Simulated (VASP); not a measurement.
Write the native input for VASP 6.6.1 that does the following.

| Quantity | Value |
| --- | --- |
| Task | relaxation of cell and atoms |
| Functional | LDA |
| Potentials or basis | VASP PAW LDA potentials, release 64 (Be, Te) |
| Cutoff | 600 eV |
| k mesh | 8 × 8 × 8 |
| Occupations | gaussian, width 0.02 eV |
| Spin | no spin polarisation |
| Dipole correction | no |
| Further INCAR settings | ALGO = Normal; EDIFF = 1e-06; IBRION = 2; EDIFFG = -0.005; NSW = 100; ISIF = 3 |

The structure of BeTe lies in POSCAR:

```
BeTe
1.0
    0.0000000000      2.7700000000      2.7700000000
    2.7700000000      0.0000000000      2.7700000000
    2.7700000000      2.7700000000      0.0000000000
Be Te
1 1
Direct
    0.0000000000      0.0000000000      0.0000000000
    0.7500000000      0.7500000000      0.7500000000
```

One way to write it, as run:

INCAR

```
ALGO = Normal
EDIFF = 1E-6
EDIFFG = -0.005
ENCUT = 600
GGA = CA
IBRION = 2
ISIF = 3
ISMEAR = 0
LASPH = True
LCHARG = False
LREAL = False
LWAVE = False
NELM = 100
NSW = 100
PREC = Accurate
SIGMA = 0.02
```

KPOINTS

```
k-points
0
Gamma
  8 8 8
```

Potentials or basis: VASP PAW LDA potentials, release 64 (Be, Te).

Launch:

```bash
$ cat potpaw_LDA.64/Be/POTCAR potpaw_LDA.64/Te/POTCAR > POTCAR
$ mpirun -np 1 vasp_std > vasp.out
```

It gave:

```
Relaxed volume                         : 21.51 Å³/atom
Relaxed cell                           : a = 3.933 Å, b = 3.933 Å, c = 3.933 Å, α = 60.00°, β = 60.00°, γ = 60.00°
Space group after relaxing (to 0.05 Å) : F-43m (No. 216)
Energy gained by relaxing              : 0.6 meV/atom
Ionic steps                            : 3
Pressure after relaxing                : 0.0 GPa
Band gap on the k mesh                 : 1.78 eV, indirect (least direct gap 3.55 eV)
```

Caveat: spin-orbit coupling is left out, which moves the levels of the heavy elements.

Wall time 24 s on 1 thread of Intel(R) Xeon(R) Platinum 8259CL CPU @ 2.50GHz (Skylake/Cascade Lake), on a shared host, peak memory 0.16 GiB.
